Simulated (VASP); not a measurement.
The system is Ca.

```
Ca
1.0
     3.40252    0.00000    0.00000
    -1.70126    2.94667    0.00000
     0.00000    0.00000    6.65967
Ca
2
Cartesian
  0.0000 1.9644 1.6649
  1.7013 0.9822 4.9948
```

This isn't the form of Ca at room conditions, which is fcc.

| Quantity | Value |
| --- | --- |
| Program | VASP 6.6.1 |
| Task | relaxation of cell and atoms |
| Functional | r2SCAN |
| Potentials or basis | VASP PAW PBE potentials, release 64 (Ca_sv) |
| Cutoff | 600 eV |
| k mesh | 12 × 12 × 6 |
| Occupations | gaussian, width 0.1 eV |
| Spin | no spin polarisation |

At the start: pressure 6.9 GPa; volume 33.39 Å³/atom.

Question: Where does the relaxation end?

Answer: Over 10 steps the energy falls by 308.2 meV/atom and the volume is 43.60 Å³/atom (+30.6 %); space group P6_3/mmc (No. 194, to 0.1 Å) before and after.

The path:
```
step  energy change (eV)  largest force (eV/Å)  pressure (GPa)  volume (Å³)
   1              0.0000                0.0000            6.94        66.77
   2             -0.5698                0.0000            1.26        81.38
   3             -0.6108                0.0000            0.17        86.10
   4             -0.6145                0.0000           -0.19        87.96
   5             -0.6144                0.0000           -0.27        88.41
   6             -0.6161                0.0000           -0.11        87.64
   7             -0.6163                0.0000           -0.02        87.25
   8             -0.6163                0.0000           -0.03        87.31
   9             -0.6163                0.0000           -0.04        87.33
  10             -0.6163                0.0000           -0.02        87.20
```

Final structure:
```
Ca
1.0
     3.94382    0.00000    0.00000
    -1.97191    3.41545    0.00000
     0.00000    0.00000    6.47356
Ca
2
Direct
  0.33333 0.66667 0.25000
  0.66667 0.33333 0.75000
```

Caveat: the volume moved by over 15 % at a fixed basis, so the end points are rough; the PAW data sets were made with another functional, which shifts forces and pressure a little.
